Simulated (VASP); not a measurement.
The system is AlNi.

```xyz
2
Lattice="2.8810 0.0000 0.0000 0.0000 2.8810 0.0000 0.0000 0.0000 2.8810" Properties=species:S:1:pos:R:3 pbc="T T T"
Ni    1.4405    1.4405    1.4405
Al    0.0000    0.0000    0.0000
```

| Item | Value |
| --- | --- |
| Program | VASP 6.6.1 |
| Task | relaxation of cell and atoms |
| Functional | LDA |
| Potentials or basis | VASP PAW LDA potentials, release 64 (Ni, Al) |
| Cutoff | 600 eV |
| k mesh | 9 × 9 × 9 |
| Occupations | fermi-dirac, width 0.05 eV |
| Spin | collinear spin, ferromagnetic start |
| Starting moments | [1.0, 0.0] μB |

At the start: pressure -8.3 GPa; volume 11.96 Å³/atom.

Q: How do energy, volume and symmetry change on relaxing?

A: Over 3 steps the energy falls by 15.9 meV/atom and the volume is 11.38 Å³/atom (-4.9 %); space group Pm-3m (No. 221, to 0.1 Å) before and after; moment 0.00 μB per cell.

The path:
| step | energy change (eV) | largest force (eV/Å) | pressure (GPa) | volume (Å³) |
| --- | --- | --- | --- | --- |
| 1 | 0.0000 | 0.0000 | -8.31 | 23.91 |
| 2 | -0.0088 | 0.0000 | 8.27 | 21.83 |
| 3 | -0.0318 | 0.0000 | -0.09 | 22.75 |

Final structure:
```
Ni Al
1.0
     2.83359    0.00000    0.00000
     0.00000    2.83359    0.00000
     0.00000    0.00000    2.83359
Ni Al
1 1
Direct
  0.50000 0.50000 0.50000
  0.00000 0.00000 0.00000
```
